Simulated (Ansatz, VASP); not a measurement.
## HgTe in VASP and in Ansatz

INCAR

```
SYSTEM = HgTe
PREC = Accurate
ENCUT = 520
EDIFF = 1E-6
ISMEAR = -1
SIGMA = 0.02
LREAL = .FALSE.
LASPH = .TRUE.
NELM = 80
ALGO = Normal
ISIF = 2
LWAVE = .FALSE.
LCHARG = .TRUE.
GGA = PE
LELF = .TRUE.
LVHAR = .TRUE.
NBANDS = 26
```

The input KPOINTS:

```
Automatic mesh
0
G
  6 6 4
  0 0 0
```

Contents of POSCAR:

```
HgTe
1.0
    4.6513159594      0.0000000000      0.0000000000
   -2.3256579797      4.0281577818      0.0000000000
    0.0000000000      0.0000000000      7.6331700391
Hg Te
2 2
Direct
    0.3333333333      0.6666666667      0.0003155690
    0.6666666667      0.3333333333      0.5003155690
    0.3333333333      0.6666666667      0.3746844310
    0.6666666667      0.3333333333      0.8746844310
```

Input for Ansatz:

```yaml
crystal:
  lattice:
    - [4.6513159594, 0.0, 0.0]
    - [-2.3256579797, 4.0281577818, 0.0]
    - [0.0, 0.0, 7.6331700391]
  atoms:
    - { symbol: Hg, position: [0.3333333333, 0.6666666667, 0.000315569] }
    - { symbol: Hg, position: [0.6666666667, 0.3333333333, 0.500315569] }
    - { symbol: Te, position: [0.3333333333, 0.6666666667, 0.374684431] }
    - { symbol: Te, position: [0.6666666667, 0.3333333333, 0.874684431] }
kpoints:
  mp_grid: { grid: [6, 6, 4] }
hamiltonian:
  xc: pbe
scf:
  occupations: { method: fermi_dirac, width: 0.02 }
  n_extra_bands: 5
output:
  forces: true
  stress: true
  eigenvalues: true
```

Alike in both runs: task single point; functional PBE; k mesh 6 × 6 × 4; occupations fermi-dirac, width 0.02 eV; no spin polarisation.

```csv
,VASP,Ansatz
version,VASP 6.6.1,Ansatz 0.2.0
potentials or method,"VASP PAW PBE potentials, release 64 (Hg, Te)","plane waves, PAW"
plane-wave cutoff (eV),520,420
valence electrons in the cell,36,72
```

VASP gave:

| Quantity | Value |
| --- | --- |
| pressure (GPa) | 1.2 |
| rms of the force components (eV/Å) | 0.003 |

Question: Which values does Ansatz return?

Answer: Pressure (GPa): 1.1; rms of the force components (eV/Å): 0.003.

Atom by atom the forces differ by 0.000 eV/Å (rms over components). The functional is the same, so the differences come from potentials, cutoffs and numerics. VASP's potentials hold 36 valence electrons a cell and Ansatz's 72, so a difference there can come from the potentials and not from the codes.

Neither program's run includes spin-orbit coupling.
